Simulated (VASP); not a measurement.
# NaH: single point with LDA

The system is NaH.

```
Na H
1.0
     3.95331    0.00000    0.00000
    -1.97665    3.42366    0.00000
     0.00000    0.00000    4.82832
Na H
2 2
Direct
  0.33333 0.66667 0.25000
  0.66667 0.33333 0.75000
  0.66667 0.33333 0.25000
  0.33333 0.66667 0.75000
```

* Program: VASP 6.6.1
* Task: single point
* Functional: LDA
* Potentials or basis: VASP PAW LDA potentials, release 64 (Na_pv, H)
* Cutoff: 520 eV
* k mesh: 6 × 6 × 6
* Occupations: gaussian, width 0.01 eV
* Spin: no spin polarisation
* Dipole correction: no
* Further INCAR settings: ALGO = Normal; EDIFF = 1e-06; NBANDS = 16

| Quantity | Value |
| --- | --- |
| Pressure | -1.4 GPa |
| Band gap on the k mesh | 2.98 eV, indirect (least direct gap 3.96 eV) |

Levels at points of the mesh, in eV from the valence-band top:
| k point | band 4 | band 5 | band 6 | band 7 | band 8 | band 9 | band 10 | band 11 | band 12 | band 13 |
| --- | --- | --- | --- | --- | --- | --- | --- | --- | --- | --- |
| (0.00, 0.00, 0.00) | -22.32 | -22.32 | -22.30 | -3.51 | -0.02 | 4.56 | 7.83 | 9.95 | 9.95 | 10.32 |
| (0.50, 0.00, 0.00) | -22.34 | -22.32 | -22.32 | -1.60 | -0.68 | 3.60 | 7.18 | 7.32 | 7.50 | 7.56 |
| (0.00, 0.00, 0.50) | -22.33 | -22.33 | -22.33 | -2.16 | -2.16 | 6.78 | 6.78 | 10.76 | 10.76 | 10.76 |
| (0.50, 0.00, 0.50) | -22.34 | -22.31 | -22.31 | -0.88 | -0.88 | 3.60 | 3.60 | 8.21 | 8.21 | 8.85 |

Wall time 25 s on 1 thread of Intel(R) Xeon(R) Platinum 8259CL CPU @ 2.50GHz (Skylake/Cascade Lake) (shared host), peak memory 0.16 GiB.

A k mesh can miss the band edges. A hybrid or GW would open this gap; LDA tends to underestimate it.
